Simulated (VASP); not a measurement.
Here is a VASP 6.6.1 calculation.

The input INCAR:

```
ALGO = Normal
EDIFF = 1E-6
ENCUT = 520
GGA = PE
ISIF = 2
ISMEAR = 0
IVDW = 12
LASPH = True
LCHARG = False
LREAL = False
LWAVE = False
NBANDS = 20
NELM = 60
PREC = Accurate
SIGMA = 0.05
```

KPOINTS

```
k-points
0
Gamma
  9 9 2
```

Contents of POSCAR:

```
WSe2
1.0
    3.3179375931      0.0000000000      0.0000000000
   -1.6589687966      2.8734182438      0.0000000000
    0.0000000000      0.0000000000     16.6581424200
W Se
1 2
Direct
    0.0000000000      0.0000000000      0.0000000000
    0.3333333333      0.6666666667      0.0997865200
    0.3333333333      0.6666666667      0.9002134800
```

Potentials or basis: VASP PAW PBE potentials, release 64 (W_sv, Se).

Launch:

```bash
$ cat potpaw_PBE.64/W_sv/POTCAR potpaw_PBE.64/Se/POTCAR > POTCAR
$ mpirun -np 1 vasp_std > vasp.out
```

Q: Estimate the largest force.

A: 0.230 eV/Å.

Q: Predict the dispersion energy per atom.

A: -0.333 eV.

Forces in eV/Å, atoms in the order of the input:
```
W    0.000  0.000  0.000
Se   0.000  0.000  0.230
Se   0.000  0.000 -0.230
```
